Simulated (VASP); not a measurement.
Write the native input for VASP 6.6.1 that does the following.

| Item | Value |
| --- | --- |
| Task | single point |
| Functional | PBEsol |
| Potentials or basis | VASP PAW PBE potentials, release 64 (O, Sn_d) |
| Cutoff | 520 eV |
| k mesh | 4 × 6 × 1 |
| Occupations | gaussian, width 0.05 eV |
| Spin | no spin polarisation |
| Dipole correction | yes |
| Further INCAR settings | LREAL = Auto; ALGO = Normal; EDIFF = 1e-07; NBANDS = 93 |

The structure of SnO2 lies in POSCAR:

```
SnO2
1.0
    6.4241368321      0.0000000000      0.0000000000
    0.0000000000      4.7689689447      0.0000000000
    0.0000000000      0.0000000000     21.6166916130
O Sn
12 6
Direct
    0.2500000000      0.1937234956      0.3469541100
    0.7500000000      0.1937234956      0.3469541100
    0.2500000000      0.8062765044      0.4324307732
    0.7500000000      0.8062765044      0.4324307732
    0.0000000000      0.3062765044      0.4572616684
    0.5000000000      0.3062765044      0.4572616684
    0.0000000000      0.7030136720      0.5410175098
    0.5000000000      0.7030136720      0.5410175098
    0.2500000000      0.2183739008      0.5723964464
    0.7500000000      0.2183739008      0.5723964464
    0.2500000000      0.8577002920      0.6602801724
    0.7500000000      0.8577002920      0.6602801724
    0.0000000000      0.0000000000      0.3896924416
    0.5000000000      0.0000000000      0.3896924416
    0.2500000000      0.4952272514      0.5001297877
    0.7500000000      0.4952272514      0.5001297877
    0.0000000000     -0.0167716851      0.6118061564
    0.5000000000     -0.0167716851      0.6118061564
```

These files were run (other wordings do the same):

INCAR

```
PREC     = Accurate       # precision mode
ENCUT    = 520            # plane-wave cutoff, eV
EDIFF    = 1E-7           # SCF threshold, eV
ISMEAR   = 0              # smearing method
SIGMA    = 0.05           # smearing width, eV
LREAL    = Auto         
LASPH    = True           # aspherical terms in the spheres
NELM     = 60             # most SCF steps
ALGO     = Normal         # electronic algorithm
ISIF     = 2              # what is computed and relaxed
LWAVE    = False          # write WAVECAR
LCHARG   = True           # write CHGCAR
LDIPOL   = True         
IDIPOL   = 3            
DIPOL    = 0.5 0.5 0.501
GGA      = PS             # functional
LELF     = True           # ELF
LVHAR    = True         
LVACPOTAV= True         
NBANDS   = 93             # bands
```

KPOINTS

```
regular mesh
0
Gamma
  4 6 1
```

Potentials or basis: VASP PAW PBE potentials, release 64 (O, Sn_d).

The run is started by

```sh
$ cat potpaw_PBE.64/O/POTCAR potpaw_PBE.64/Sn_d/POTCAR > POTCAR
$ mpirun -np 1 vasp_std > vasp.out
```

Results of the run:

| Quantity | Value |
| --- | --- |
| Largest force | 2.196 eV/Å |
| Band gap on the k mesh | 1.37 eV |

Caveat: the PAW data sets were made with another functional, which shifts forces and pressure a little; spin-orbit coupling is left out, which moves the levels of the heavy elements.

Run time: 21 min on 1 thread of AMD EPYC 9R45 96-Core Processor (Zen 5), on a shared host, peak memory 0.81 GiB.
